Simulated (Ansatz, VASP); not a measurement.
One calculation of ZrH3, two programs

Contents of INCAR:

```
ALGO = Normal
EDIFF = 1E-6
ENCUT = 520
GGA = PS
ISIF = 2
ISMEAR = 1
LASPH = True
LCHARG = False
LREAL = False
LWAVE = False
NBANDS = 16
NELM = 60
PREC = Accurate
SIGMA = 0.1
```

Contents of KPOINTS:

```
k-points
0
Gamma
  11 11 11
```

The input POSCAR:

```
ZrH3
1.0
    3.1260380000      0.0156301900      0.0000000000
    0.0156301900      3.1260380000      0.0000000000
    0.0000000000      0.0000000000      3.1260380000
Zr H
1 3
Direct
    0.0000000000      0.0000000000      0.0000000000
    0.0000000000      0.5000000000      0.5000000000
    0.5000000000      0.0000000000      0.5000000000
    0.5000000000      0.5000000000      0.0000000000
```

Input for Ansatz:

```yaml
crystal:
  lattice:
    - [3.126038, 0.015630190000000002, 0.0]
    - [0.015630190000000002, 3.126038, 0.0]
    - [0.0, 0.0, 3.126038]
  atoms:
    - { symbol: Zr, position: [0.0, 0.0, 0.0] }
    - { symbol: H, position: [0.0, 0.5, 0.5] }
    - { symbol: H, position: [0.5, 0.0, 0.5] }
    - { symbol: H, position: [0.5, 0.5, 0.0] }
basis:
  ecutwfc: 520.0
kpoints:
  mp_grid:
    grid: [11, 11, 11]
hamiltonian:
  xc: pbesol
  pseudopotentials:
    kind: paw
scf:
  occupations:
    method: cold
output:
  stress: true
```

Alike in both runs: task single point; functional PBEsol; k mesh 11 × 11 × 11; no spin polarisation.

```csv
,VASP,Ansatz
version,VASP 6.6.1,Ansatz 0.2.0
potentials or method,"VASP PAW PBE potentials, release 64 (Zr_sv, H), cutoff 520 eV","plane waves, PAW"
occupations,"methfessel-paxton of order 1, width 0.1 eV",cold
valence electrons in the cell,15,15
```

|  | VASP | Ansatz | Ansatz less VASP |
| --- | --- | --- | --- |
| pressure (GPa) | -4.5 | -4.5 | +0.01 |
| traceless stress, the component that is largest in VASP (GPa) | -0.60 | -0.59 | +0.004 |

VASP's potentials were made for PBE, not for PBEsol.
